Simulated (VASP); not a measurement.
# Pd (I4_1/amd) in VASP: a series of runs, part 2 of 2

VASP 6.6.1. Earlier steps stand in the parts before.

### 4 Relaxation of cell and atoms, PBE

This run uses another cell than the first one, of 16.92 Å³/atom, 1.097 times its volume.

INCAR reads:

```
SYSTEM = Pd
PREC = Accurate
ENCUT = 600
EDIFF = 1E-6
ISMEAR = 0
SIGMA = 0.1
LREAL = .False.
LASPH = .True.
NELM = 60
ALGO = Fast
ISIF = 3
LWAVE = .False.
LCHARG = .False.
GGA = PE
IBRION = 2
NSW = 100
EDIFFG = -0.01
```

KPOINTS reads:

```
regular mesh
0
Gamma
  18 18 18
  0 0 0
```

POSCAR reads:

```
Pd
1.0
   -2.5042656320      2.5042656320      1.3493108207
    2.5042656320     -2.5042656320      1.3493108207
    2.5042656320      2.5042656320     -1.3493108207
Pd
2
Direct
    0.0000000000      0.0000000000      0.0000000000
    0.7500000000      0.2500000000      0.5000000000
```

Potentials or basis: VASP PAW PBE potentials, release 64 (Pd).

The run is started by

```console
cat potpaw_PBE.64/Pd/POTCAR > POTCAR
mpirun -np 1 vasp_std > vasp.out
```

OUTCAR:

```text
SYSTEM = Pd
   PREC = Accurate
   ENCUT = 600
   EDIFF = 1E-6
   ISMEAR = 0
   LREAL = .False.
   LASPH = .True.
   NELM = 60
   ISIF = 3
   GGA = PE
   IBRION = 2
   NSW = 100
   EDIFFG = -0.01

 ion  position               nearest neighbor table
   1  0.000  0.000  0.000-   2 2.59   2 2.59   2 2.59   2 2.59   2 3.22   2 3.22   2 3.22   2 3.22

   2  0.750  0.250  0.500-   1 2.59   1 2.59   1 2.59   1 2.59   1 3.22   1 3.22   1 3.22   1 3.22

  LATTYP: Found a body centered tetragonal cell.
 ALAT       =     5.0085312640
 C/A-ratio  =     0.5388049908

  Lattice vectors:

 A1 = (  -2.5042656320,   2.5042656320,   1.3493108207)
 A2 = (   2.5042656320,  -2.5042656320,   1.3493108207)
 A3 = (   2.5042656320,   2.5042656320,  -1.3493108207)

Analysis of symmetry for initial positions (statically):
=====================================================================
 Subroutine PRICEL returns:
 Original cell was already a primitive cell.

 Routine SETGRP: Setting up the symmetry group for a
 body centered tetragonal supercell.

 Subroutine GETGRP returns: Found 16 space group operations
 (whereof  8 operations were pure point group operations)
 out of a pool of 16 trial point group operations.

The static configuration has the point symmetry D_2d.
 The point group associated with its full space group is D_4h.

Analysis of symmetry for dynamics (positions and initial velocities):
=====================================================================
 Subroutine PRICEL returns:
 Original cell was already a primitive cell.

 Routine SETGRP: Setting up the symmetry group for a
 body centered tetragonal supercell.

 Subroutine GETGRP returns: Found 16 space group operations
 (whereof  8 operations were pure point group operations)
 out of a pool of 16 trial point group operations.

The dynamic configuration has the point symmetry D_2d.
 The point group associated with its full space group is D_4h.

 Subroutine INISYM returns: Found 16 space group operations
 (whereof  8 operations are pure point group operations),
 and found     1 'primitive' translations

----------------------------------------------------------------------------------------

                                     Primitive cell

  volume of cell :      33.8480

  direct lattice vectors                    reciprocal lattice vectors
    -2.504265632  2.504265632  1.349310821     0.000000000  0.199659331  0.370559542
     2.504265632 -2.504265632  1.349310821     0.199659331  0.000000000  0.370559542
     2.504265632  2.504265632 -1.349310821     0.199659331  0.199659331  0.000000000

  length of vectors
     3.789898732  3.789898732  3.789898732     0.420925436  0.420925436  0.282360933

  position of ions in fractional coordinates (direct lattice)
     0.000000000  0.000000000  0.000000000
     0.750000000  0.250000000  0.500000000

  ion indices of the primitive-cell ions
   primitive index   ion index
                 1           1
                 2           2

----------------------------------------------------------------------------------------

 KPOINTS: regular mesh

Automatic generation of k-mesh.
 Grid dimensions read from file:
 generate k-points for:   18   18   18

 Generating k-lattice:
[... 51 lines left out ...]
   NGXF,Y,Z  is equivalent  to a cutoff of  26.32, 26.32, 26.32 a.u.
 SYSTEM =  Pd
   PREC   = accura    normal or accurate (medium, high low for compatibility)
   ISTART =      0    job   : 0-new  1-cont  2-samecut
   ICHARG =      2    charge: 1-file 2-atom 10-const
   ISPIN  =      1    spin polarized calculation?
   LNONCOLLINEAR =      F non collinear calculations
   LSORBIT =      F    spin-orbit coupling
   LASPH  =      T    aspherical Exc in radial PAW
   ENCUT  =  600.0 eV  44.10 Ry    6.64 a.u.   7.57  7.57  7.57*2*pi/ulx,y,z
   NELM   =     60;   NELMIN=  2; NELMDL= -5     # of ELM steps
   EDIFF  = 0.1E-05   stopping-criterion for ELM
   LREAL  =      F    real-space projection
   EDIFFG = -.1E-01   stopping-criterion for IOM
   NSW    =    100    number of steps for IOM
   IBRION =      2    ionic relax: 0-MD 1-quasi-New 2-CG
   NFREE  =      1    steps in history (QN), initial steepest desc. (CG)
   ISIF   =      3    stress and relaxation
   ISYM   =      2    0-nonsym 1-usesym 2-fastsym
   POTIM  = 0.5000    time-step for ionic-motion
   TEBEG  =    0.0;   TEEND  =   0.0 temperature during run
   PSTRESS=    0.0 pullay stress
   NELECT =      20.0000    total number of electrons
   NUPDOWN=      -1.0000    fix difference up-down
   EMIN   =  10.00;   EMAX   =-10.00  energy-range for DOS
   EFERMI =   0.00;   METHOD = LEGACY
   ISMEAR =     0;   SIGMA  =   0.10  broadening in eV -4-tet -1-fermi 0-gaus
   EFERMI_NEDOS =   21; number of points for ismear=-14 and -15
   IALGO  =     68    algorithm
   IMIX   =      4    mixing-type and parameters
     AMIX     =   0.40;   BMIX     =  1.00
     AMIX_MAG =   1.60;   BMIX_MAG =  1.00
  volume/ion in A,a.u.               =      16.92       114.21
  Fermi-wavevector in a.u.,A,eV,Ry     =   1.373749  2.596008 25.676710  1.887185
  Thomas-Fermi vector in A             =   2.499237
   LORBIT       =      0    0 simple, 1 ext, 2 COOP (PROOUT), +10 PAW based schemes
   GGA     = PE    functional components
   LHFCALC =     F    Hartree Fock is set to
   AEXX    =    0.0000 exact exchange contribution
   IVDW    =     0    specifies the selected vdW correction
   LEPSILON=     F    determine dielectric tensor
   LRPA    =     F    only Hartree local field effects (RPA)
 conjugate gradient relaxation of ions
 non-spin polarized calculation
 RMM-DIIS sequential band-by-band and
 Gauss-broadening in eV      SIGMA  =   0.10
  energy-cutoff  :      600.00
  volume of cell :       33.85
 maximum number of plane-waves:      1149
   NGX = 15   NGY = 15   NGZ = 15

--------------------------------------- Ionic step        1  -------------------------------------------

 number of electron      20.0000000 magnetization

 Free energy of the ion-electron system (eV)
  ---------------------------------------------------
  ext. energy  EPLUGINS =         0.00000000
  ---------------------------------------------------
  free energy    TOTEN  =        -9.75708276 eV

  energy without entropy =       -9.74456670  energy(sigma->0) =       -9.75082473

------------------------ aborting loop because EDIFF is reached ----------------------------------------

  FORCE on cell =-STRESS in cart. coord.  units (eV):
  Direction    XX          YY          ZZ          XY          YZ          ZX
  --------------------------------------------------------------------------------------
  -------------------------------------------------------------------------------------
  Total       -0.0913489     -0.0913489     -0.2072440      0.0000000     -0.0000000     -0.0000000
  in kB       -4.3239538     -4.3239538     -9.8097901      0.0000000     -0.0000000     -0.0000000
  external PRESSURE =      -6.1525659 kB  Pullay stress =       0.0000000 kB
[... 167 lines left out ...]
--------------------------------------- Ionic step        6  -------------------------------------------

 number of electron      20.0000000 magnetization

 Free energy of the ion-electron system (eV)
  ---------------------------------------------------
  ext. energy  EPLUGINS =         0.00000000
  ---------------------------------------------------
  free energy    TOTEN  =        -9.75748118 eV

  energy without entropy =       -9.74497956  energy(sigma->0) =       -9.75123037

 E-fermi :   7.9264     XC(G=0): -12.2936

 val. band max:        7.9255597571   @ k =  -0.3889   0.2222  -0.0000
 cond. band min:       7.9284076067   @ k =  -0.0556  -0.0556   0.0556
 fundamental gap:      0.0028478496
 Fermi energy:         7.9264226386

 k-point     1 :       0.0000    0.0000    0.0000
  band No.  band energies     occupation
      1       1.6257      2.00000
      2       3.1428      2.00000
      3       3.6242      2.00000
      4       4.1311      2.00000
      5       4.4365      2.00000
      6       6.8060      2.00000
      7       6.8060      2.00000
      8       6.8524      2.00000
      9       6.8524      2.00000
     10       7.9463      0.77890
     11       8.7209      0.00000
     12      14.1095      0.00000
     13      14.1095      0.00000
     14      20.8197      0.00000
[... 377 lines left out ...]
      1       2.6140      2.00000
      2       3.5904      2.00000
      3       3.8412      2.00000
      4       4.6770      2.00000
      5       4.8912      2.00000
      6       5.8351      2.00000
      7       6.2178      2.00000
      8       6.5714      2.00000
      9       6.7767      2.00000
     10       7.7102      1.99777
     11       8.3441      0.00000
     12      14.0954      0.00000
     13      15.3484      0.00000
     14      21.8150      0.00000

 [... further k-points ...]
[... 5 lines left out ...]
  --------------------------------------------------------------------------------------
  -------------------------------------------------------------------------------------
  Total        0.0021342      0.0021342      0.0029676      0.0000000      0.0000000     -0.0000000
  in kB        0.1014674      0.1014674      0.1410891      0.0000000      0.0000000     -0.0000000
  external PRESSURE =       0.1146747 kB  Pullay stress =       0.0000000 kB
[... 17 lines left out ...]
  FREE ENERGIE OF THE ION-ELECTRON SYSTEM (eV)
  ---------------------------------------------------
  free  energy   TOTEN  =        -9.7574811806 eV

  energy  without entropy=       -9.7449795559  energy(sigma->0) =       -9.75123037

 reached required accuracy - stopping structural energy minimisation
```

Wall time 5.2 min (1 thread of Intel Xeon 6975P-C (Granite Rapids), shared host); peak memory 0.38 GiB.

What came out:

| Property | Result |
| --- | --- |
| Free energy | -9.7575 eV |
| Relaxed volume | 16.85 Å³/atom |
| Relaxed cell | a = 3.786 Å, b = 3.786 Å, c = 3.786 Å, α = 97.25°, β = 97.25°, γ = 138.39° |
| Space group after relaxing (to 0.05 Å) | I4_1/amd (No. 141) |
| Energy gained by relaxing | 0.2 meV/atom |
| Ionic steps | 6 |
| Pressure after relaxing | 0.0 GPa |
| Band gap on the k mesh | zero (band 10 reaches 8.30 eV, above the bottom of band 11 at 7.28 eV) |

Step by step:
```csv
step,energy change (eV),largest force (eV/Å),pressure (GPa),volume (Å³)
1,0.0000,0.0000,-0.62,33.85
2,-0.0001,0.0000,0.71,33.53
3,-0.0004,0.0000,0.09,33.68
4,-0.0004,0.0000,0.03,33.69
5,-0.0004,0.0000,0.04,33.69
6,-0.0004,0.0000,0.01,33.70
```

Final structure:
```
Pd
1.0
    -2.50282    2.50282    1.34494
     2.50282   -2.50282    1.34494
     2.50282    2.50282   -1.34494
Pd
2
Direct
  0.00000 0.00000 0.00000
  0.75000 0.25000 0.50000
```

### 5 Overview

| task | cell | k mesh | cutoff (eV) | gap on the mesh (eV) | pressure (GPa) | relaxed volume (Å³/atom) |
| --- | --- | --- | --- | --- | --- | --- |
| relaxation of cell and atoms | relaxed from a = 3.665 Å, angles 97.4, 97.4, 137.8°, 2 atoms | 8 × 8 × 8 | 600 | none | 0.1 | 16.84 |
| single point | a = 3.790 Å, angles 97.2, 97.2, 138.4°, 2 atoms | 18 × 18 × 18 | 520 | none | -0.3 | - |
| relaxation of cell and atoms | relaxed from a = 3.790 Å, angles 97.3, 97.3, 138.3°, 2 atoms | 18 × 18 × 18 | 600 | none | 0.0 | 16.85 |

Alike in all rows: level PBE; potentials or basis VASP PAW PBE potentials, release 64 (Pd); no spin polarisation; smearing gaussian 0.1 eV.

Absolute energies hang on the potentials; compare differences alone.
